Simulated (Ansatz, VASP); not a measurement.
## MgGe2 in VASP and in Ansatz

INCAR

```
SYSTEM = MgGe2
ALGO = Normal
EDIFF = 1E-7
ENCUT = 520
GGA = PS
ISIF = 2
ISMEAR = -1
LASPH = .True.
LCHARG = .False.
LREAL = .False.
LWAVE = .False.
NBANDS = 39
NELM = 100
PREC = Accurate
SIGMA = 0.05
```

Contents of KPOINTS:

```
k-points
0
Gamma
  8 8 5
  0 0 0
```

Contents of POSCAR:

```
MgGe2
1.0
    5.4087700055     -1.8120834449      0.0000000000
    5.4087700055      1.8120834449      0.0000000000
   -3.1519407531      0.0000000000      5.8851319547
Ge Mg
4 2
Direct
    0.5292340000      0.5292340000      0.2936210000
    0.4707660000      0.4707660000      0.7063790000
    0.8803900000      0.8803900000      0.9854400000
    0.1196100000      0.1196100000      0.0145600000
    0.8152860000      0.8152860000      0.3492530000
    0.1847140000      0.1847140000      0.6507470000
```

Contents of input.yaml:

```yaml
crystal:
  lattice:
    - [5.4087700055, -1.8120834449, 0.0]
    - [5.4087700055, 1.8120834449, 0.0]
    - [-3.1519407531, 0.0, 5.8851319547]
  atoms:
    - { symbol: Ge, position: [0.529234, 0.529234, 0.293621] }
    - { symbol: Ge, position: [0.470766, 0.470766, 0.706379] }
    - { symbol: Ge, position: [0.88039, 0.88039, 0.98544] }
    - { symbol: Ge, position: [0.11961, 0.11961, 0.01456] }
    - { symbol: Mg, position: [0.815286, 0.815286, 0.349253] }
    - { symbol: Mg, position: [0.184714, 0.184714, 0.650747] }
hamiltonian:
  xc: pbesol
  pseudopotentials: { kind: paw }
kpoints:
  mp_grid: { grid: [8, 8, 5] }
scf:
  occupations: { method: fermi_dirac, width: 0.05 }
output:
  forces: true
  stress: true
  eigenvalues: true
```

Alike in both runs: task single point; functional PBEsol; k mesh 8 × 8 × 5; occupations fermi-dirac, width 0.05 eV; no spin polarisation.

|  | VASP | Ansatz |
| --- | --- | --- |
| version | VASP 6.6.1 | Ansatz 0.2.0 |
| potentials or method | VASP PAW PBE potentials, release 64 (Ge_d, Mg) | Ansatz PAW |
| plane-wave cutoff (eV) | 520 | 420 |
| valence electrons in the cell | 60 | 76 |

Ansatz gave:

| Property | Result |
| --- | --- |
| gap on the k mesh at the Fermi level (eV) | none |
| pressure (GPa) | 0.8 |
| traceless stress, the component that is largest in VASP (GPa) | 0.47 |
| rms of the force components (eV/Å) | 0.073 |

Question: Estimate VASP's values.

Answer: gap on the k mesh at the Fermi level (eV): none; pressure (GPa): 0.8; traceless stress, the component that is largest in VASP (GPa): 0.47; rms of the force components (eV/Å): 0.076.

VASP's potentials were made for PBE, not for PBEsol. Atom by atom the forces differ by 0.005 eV/Å (rms over components). A gap of «none» marks a metal or a gap that the smearing closes. VASP's potentials hold 60 valence electrons a cell and Ansatz's 76, so a difference there can come from the potentials and not from the codes.
